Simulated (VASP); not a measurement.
# Pb (Fm-3m) in VASP: a series of runs

Runs on Pb. Level: PBEsol. Tasks: single point, relaxation of cell and atoms.

Program: VASP 6.6.1. These are calculated values, not measurements. Logs are shortened: lines on timing, memory, paths and dates and some standing lists are left out, and cuts for length are marked.

### Step 1. The cell of the first run

Symmetry: Fm-3m, No. 225, cubic system. The conventional cell has a = 4.931 Å, b = 4.931 Å, c = 4.931 Å, α = 90.00°, β = 90.00°, γ = 90.00°. Pb (site symmetry m-3m) has 12 Pb at 3.49 Å within 4.6 Å.

### Step 2. Single point, PBEsol

Contents of INCAR:

```
ALGO = Normal
EDIFF = 1E-6
ENCUT = 520
GGA = PS
ISIF = 2
ISMEAR = -1
LASPH = T
LCHARG = F
LREAL = F
LWAVE = F
NBANDS = 13
NELM = 80
PREC = Accurate
SIGMA = 0.05
```

Contents of KPOINTS:

```
k-points
0
Gamma
  16 16 16
```

Contents of POSCAR:

```
Pb
1.0
    0.0000000000      2.4656060024      2.4656060024
    2.4656060024      0.0000000000      2.4656060024
    2.4656060024      2.4656060024      0.0000000000
Pb
1
Direct
    0.0000000000      0.0000000000      0.0000000000
```

Potentials or basis: VASP PAW PBE potentials, release 64 (Pb_d).

Command:

```
$ cat potpaw_PBE.64/Pb_d/POTCAR > POTCAR
$ mpirun -np 1 vasp_std > vasp.out
```

OUTCAR:

```text
EDIFF = 1E-6
   ENCUT = 520
   GGA = PS
   ISIF = 2
   ISMEAR = -1
   LASPH = T
   LREAL = F
   NELM = 80
   PREC = Accurate

 ion  position               nearest neighbor table
   1  0.000  0.000  0.000-

  LATTYP: Found a face centered cubic cell.
 ALAT       =     4.9312120048

  Lattice vectors:

 A1 = (   0.0000000000,   2.4656060024,   2.4656060024)
 A2 = (   2.4656060024,   0.0000000000,   2.4656060024)
 A3 = (   2.4656060024,   2.4656060024,   0.0000000000)

Analysis of symmetry for initial positions (statically):
=====================================================================
 Subroutine PRICEL returns:
 Original cell was already a primitive cell.

 Routine SETGRP: Setting up the symmetry group for a
 face centered cubic supercell.

 Subroutine GETGRP returns: Found 48 space group operations
 (whereof 48 operations were pure point group operations)
 out of a pool of 48 trial point group operations.

The static configuration has the point symmetry O_h .

Analysis of symmetry for dynamics (positions and initial velocities):
=====================================================================
 Subroutine PRICEL returns:
 Original cell was already a primitive cell.

 Routine SETGRP: Setting up the symmetry group for a
 face centered cubic supercell.

 Subroutine GETGRP returns: Found 48 space group operations
 (whereof 48 operations were pure point group operations)
 out of a pool of 48 trial point group operations.

The dynamic configuration has the point symmetry O_h .

 Subroutine INISYM returns: Found 48 space group operations
 (whereof 48 operations are pure point group operations),
 and found     1 'primitive' translations

----------------------------------------------------------------------------------------

                                     Primitive cell

  volume of cell :      29.9779

  direct lattice vectors                    reciprocal lattice vectors
     0.000000000  2.465606002  2.465606002    -0.202789902  0.202789902  0.202789902
     2.465606002  0.000000000  2.465606002     0.202789902 -0.202789902  0.202789902
     2.465606002  2.465606002  0.000000000     0.202789902  0.202789902 -0.202789902

  length of vectors
     3.486893448  3.486893448  3.486893448     0.351242414  0.351242414  0.351242414

  position of ions in fractional coordinates (direct lattice)
     0.000000000  0.000000000  0.000000000

  ion indices of the primitive-cell ions
   primitive index   ion index
                 1           1

----------------------------------------------------------------------------------------

 KPOINTS: k-points

Automatic generation of k-mesh.
 Grid dimensions read from file:
 generate k-points for:   16   16   16

 Generating k-lattice:

  Cartesian coordinates                     Fractional coordinates (reciprocal lattice)
    -0.012674369  0.012674369  0.012674369     0.062500000  0.000000000  0.000000000
     0.012674369 -0.012674369  0.012674369     0.000000000  0.062500000  0.000000000
     0.012674369  0.012674369 -0.012674369     0.000000000  0.000000000  0.062500000

  Length of vectors
     0.021952651  0.021952651  0.021952651

  Shift w.r.t. Gamma in fractional coordinates (k-lattice)
     0.000000000  0.000000000  0.000000000

 Subroutine IBZKPT returns following result:
 ===========================================

 Found    145 irreducible k-points:

 Following reciprocal coordinates:
            Coordinates               Weight
  0.000000  0.000000  0.000000      1.000000
  0.062500  0.000000  0.000000      8.000000
  0.125000  0.000000  0.000000      8.000000
  0.187500  0.000000  0.000000      8.000000
  0.250000  0.000000  0.000000      8.000000
  0.312500  0.000000  0.000000      8.000000
[... 16 lines left out ...]
 -0.125000  0.062500  0.000000     24.000000
 -0.062500  0.062500  0.000000     12.000000
 [... further k-points ...]
   k-points           NKPTS =    145   k-points in BZ     NKDIM =    145   number of bands    NBANDS=     13
   number of dos      NEDOS =    301   number of ions     NIONS =      1
   total plane-waves  NPLWV =  21952
   dimension x,y,z NGX =    28 NGY =   28 NGZ =   28
   dimension x,y,z NGXF=    56 NGYF=   56 NGZF=   56
   ions per type =               1
   NGX,Y,Z   is equivalent  to a cutoff of  13.35, 13.35, 13.35 a.u.
   NGXF,Y,Z  is equivalent  to a cutoff of  26.70, 26.70, 26.70 a.u.
 SYSTEM =  unknown system
   PREC   = accura    normal or accurate (medium, high low for compatibility)
   ISTART =      0    job   : 0-new  1-cont  2-samecut
   ICHARG =      2    charge: 1-file 2-atom 10-const
   ISPIN  =      1    spin polarized calculation?
   LNONCOLLINEAR =      F non collinear calculations
   LSORBIT =      F    spin-orbit coupling
   LASPH  =      T    aspherical Exc in radial PAW
   ENCUT  =  520.0 eV  38.22 Ry    6.18 a.u.   6.48  6.48  6.48*2*pi/ulx,y,z
   NELM   =     80;   NELMIN=  2; NELMDL= -5     # of ELM steps
   EDIFF  = 0.1E-05   stopping-criterion for ELM
   LREAL  =      F    real-space projection
   EDIFFG = 0.1E-04   stopping-criterion for IOM
   NSW    =      0    number of steps for IOM
   IBRION =     -1    ionic relax: 0-MD 1-quasi-New 2-CG
   NFREE  =      0    steps in history (QN), initial steepest desc. (CG)
   ISIF   =      2    stress and relaxation
   ISYM   =      2    0-nonsym 1-usesym 2-fastsym
   POTIM  = 0.5000    time-step for ionic-motion
   TEBEG  =    0.0;   TEEND  =   0.0 temperature during run
   PSTRESS=    0.0 pullay stress
   NELECT =      14.0000    total number of electrons
   NUPDOWN=      -1.0000    fix difference up-down
   EMIN   =  10.00;   EMAX   =-10.00  energy-range for DOS
   EFERMI =   0.00;   METHOD = LEGACY
   ISMEAR =    -1;   SIGMA  =   0.05  broadening in eV -4-tet -1-fermi 0-gaus
   EFERMI_NEDOS =   21; number of points for ismear=-14 and -15
   IALGO  =     38    algorithm
   IMIX   =      4    mixing-type and parameters
     AMIX     =   0.40;   BMIX     =  1.00
     AMIX_MAG =   1.60;   BMIX_MAG =  1.00
  volume/ion in A,a.u.               =      29.98       202.30
  Fermi-wavevector in a.u.,A,eV,Ry     =   1.270137  2.400211 21.949565  1.613247
  Thomas-Fermi vector in A             =   2.403140
   LORBIT       =      0    0 simple, 1 ext, 2 COOP (PROOUT), +10 PAW based schemes
   GGA     = PS    functional components
   LHFCALC =     F    Hartree Fock is set to
   AEXX    =    0.0000 exact exchange contribution
   IVDW    =     0    specifies the selected vdW correction
   LEPSILON=     F    determine dielectric tensor
   LRPA    =     F    only Hartree local field effects (RPA)
 non-spin polarized calculation
  energy-cutoff  :      520.00
  volume of cell :       29.98
 maximum number of plane-waves:       869
 NGX is ok and might be reduce to    28
   NGX = 13   NGY = 13   NGZ = 13

 number of electron      13.9999999 magnetization

 Free energy of the ion-electron system (eV)
  ---------------------------------------------------
  ext. energy  EPLUGINS =         0.00000000
  ---------------------------------------------------
  free energy    TOTEN  =        -4.00329841 eV

  energy without entropy =       -3.99973581  energy(sigma->0) =       -4.00151711

 E-fermi :   7.2807     XC(G=0): -10.3965

 val. band max:        7.2660849440   @ k =  -0.4375   0.3750   0.1875
 cond. band min:       7.3300889366   @ k =  -0.3125   0.3125   0.1250
 fundamental gap:      0.0640039926
 Fermi energy:         7.2806860831

 k-point     1 :       0.0000    0.0000    0.0000
  band No.  band energies     occupation
      1      -9.7685      2.00000
      2      -9.7685      2.00000
      3      -9.7685      2.00000
      4      -9.6216      2.00000
      5      -9.6216      2.00000
      6      -4.6181      2.00000
      7      14.7305      0.00000
      8      14.7305      0.00000
      9      14.7305      0.00000
     10      16.9997      0.00000
     11      18.6908      0.00000
     12      19.7922      0.00000
     13      19.7922      0.00000

 k-point     2 :       0.0625    0.0000    0.0000
  band No.  band energies     occupation
      1      -9.7686      2.00000
      2      -9.7624      2.00000
      3      -9.7624      2.00000
      4      -9.6220      2.00000
      5      -9.6220      2.00000
      6      -4.5420      2.00000
      7      13.7625      0.00000
      8      14.6333      0.00000
      9      14.6333      0.00000
     10      16.8153      0.00000
     11      19.1227      0.00000
     12      19.9644      0.00000
     13      19.9644      0.00000

 k-point     3 :       0.1250    0.0000    0.0000
  band No.  band energies     occupation
      1      -9.7696      2.00000
      2      -9.7476      2.00000
      3      -9.7476      2.00000
      4      -9.6210      2.00000
      5      -9.6210      2.00000
      6      -4.3132      2.00000
      7      11.8948      0.00000
      8      14.3777      0.00000
      9      14.3777      0.00000
     10      16.5731      0.00000
     11      19.8030      0.00000
     12      20.4174      0.00000
     13      20.4175      0.00000
[... 305 lines left out ...]
 k-point    23 :      -0.1250    0.0625    0.0000
  band No.  band energies     occupation
      1      -9.7731      2.00000
      2      -9.7388      2.00000
      3      -9.7337      2.00000
      4      -9.6330      2.00000
      5      -9.6061      2.00000
      6      -4.1353      2.00000
      7      11.1959      0.00000
      8      13.0910      0.00000
      9      14.7497      0.00000
     10      16.8522      0.00000
     11      19.4210      0.00000
     12      19.8817      0.00000
     13      20.0328      0.00000

 k-point    24 :      -0.0625    0.0625    0.0000
  band No.  band energies     occupation
      1      -9.7714      2.00000
      2      -9.7552      2.00000
      3      -9.7487      2.00000
      4      -9.6286      2.00000
      5      -9.6161      2.00000
      6      -4.4150      2.00000
      7      12.9088      0.00000
      8      13.7476      0.00000
      9      14.8154      0.00000
     10      16.8055      0.00000
     11      19.2686      0.00000
     12      19.8762      0.00000
     13      20.6116      0.00000

 [... further k-points ...]
[... 5 lines left out ...]
  --------------------------------------------------------------------------------------
  -------------------------------------------------------------------------------------
  Total       -0.0172325     -0.0172325     -0.0172325     -0.0000000      0.0000000     -0.0000000
  in kB       -0.9209942     -0.9209942     -0.9209942     -0.0000000      0.0000000     -0.0000000
  external PRESSURE =      -0.9209942 kB  Pullay stress =       0.0000000 kB

 VOLUME and BASIS-vectors are now :
 -----------------------------------------------------------------------------
  energy-cutoff  :      520.00
  volume of cell :       29.98
      direct lattice vectors                 reciprocal lattice vectors
     0.000000000  2.465606002  2.465606002    -0.202789902  0.202789902  0.202789902
     2.465606002  0.000000000  2.465606002     0.202789902 -0.202789902  0.202789902
     2.465606002  2.465606002  0.000000000     0.202789902  0.202789902 -0.202789902

 POSITION                                       TOTAL-FORCE (eV/Angst)
 -----------------------------------------------------------------------------------
      0.00000      0.00000      0.00000        -0.000000     -0.000000     -0.000000
 -----------------------------------------------------------------------------------
    total drift:                               -0.000000     -0.000000     -0.000000

  FREE ENERGIE OF THE ION-ELECTRON SYSTEM (eV)
  ---------------------------------------------------
  free  energy   TOTEN  =        -4.0032984119 eV

  energy  without entropy=       -3.9997358062  energy(sigma->0) =       -4.00151711
```

Run time: 19 s. Hardware: 1 thread of Intel Xeon 6975P-C (Granite Rapids), shared host; peak memory 0.19 GiB.

Results:

```yaml
Free_energy: -4.0033 eV
Pressure: -0.1 GPa
Band_gap_on_the_k_mesh: zero (bands 7 and 8 overlap by 9.23 eV)
```

Caveat: the PAW data sets were made with another functional, which shifts forces and pressure a little; spin-orbit coupling is left out, which moves the levels of the heavy elements.

(Continued in part 2 of 2.)

The gap in the log of VASP goes by the Fermi energy; the results here count the filled bands.